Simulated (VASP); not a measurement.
NbRu, 2 atoms in the cell. It takes space group P4/mmm (No. 123, tetragonal). The conventional cell has a = 3.056 Å, b = 3.056 Å, c = 3.378 Å, α = 90.00°, β = 90.00°, γ = 90.00°. Nb (site symmetry 4/mmm) has 8 Ru at 2.74 Å and 6 Nb at 3.06 to 3.38 Å within 3.6 Å. Ru (site symmetry 4/mmm) has 8 Nb at 2.74 Å and 6 Ru at 3.06 to 3.38 Å within 3.6 Å. 

```yaml
Program: VASP 6.6.1
Task: relaxation of cell and atoms
Functional: r2SCAN
Potentials_or_basis: VASP PAW PBE potentials, release 64 (Nb_sv, Ru_pv)
Cutoff: 600 eV
k_mesh: 14 × 14 × 12
Occupations: gaussian, width 0.1 eV
Spin: no spin polarisation
Dipole_correction: no
Further_INCAR_settings: ALGO = Normal; EDIFF = 1e-06; IBRION = 2; EDIFFG = -0.005; NSW = 100; ISIF = 3
```

Potentials or basis: VASP PAW PBE potentials, release 64 (Nb_sv, Ru_pv).

Command:

```sh
$ cat potpaw_PBE.64/Nb_sv/POTCAR potpaw_PBE.64/Ru_pv/POTCAR > POTCAR
$ cp INCAR.step1 INCAR
$ mpirun -np 1 vasp_std > vasp.out
$ cp INCAR.step2 INCAR
$ mpirun -np 1 vasp_std > vasp.out
```

Hardware: 1 thread of Oxide Virtual Turin-like Processor, on a shared host.

Estimate the wall time of this run.

Run time: 41 min on 1 thread of Oxide Virtual Turin-like Processor, with other jobs on the host, peak memory 0.27 GiB. Counts: k points 252, ion steps 5.
